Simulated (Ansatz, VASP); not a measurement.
One calculation of LiCl, two programs

```xyz
2
Lattice="0.0000 2.5006 2.6289 2.5006 0.0000 2.6289 2.5006 2.5006 0.0000" Properties=species:S:1:pos:R:3 pbc="T T T"
Li    0.0000    0.0000    0.0000
Cl    2.5006    2.5006    2.6289
```

Change from the starting cell: strain -0.025 along x and y, +0.025 along z, atoms carried along.

Alike in both runs: task single point; functional PBE; k mesh 8 × 8 × 8; occupations gaussian, width 0.05 eV; no spin polarisation.

|  | VASP | Ansatz |
| --- | --- | --- |
| version | VASP 6.6.1 | Ansatz 0.2.0 |
| potentials or method | VASP PAW PBE potentials, release 64 (Li_sv, Cl), cutoff 520 eV | scalar-relativistic, plane waves, PAW |
| valence electrons in the cell | 10 | 10 |

```csv
,VASP,Ansatz,Ansatz less VASP
gap on the k mesh at the Fermi level (eV),6.42,6.40,-0.013
least direct gap on the mesh (eV),6.42,6.40,-0.013
```

With one functional, cell and mesh, what is left measures potentials, basis and numerics.

Noted on VASP's run: the cutoff is under 1.25 times that of the potentials, so the pressure is a little rough.
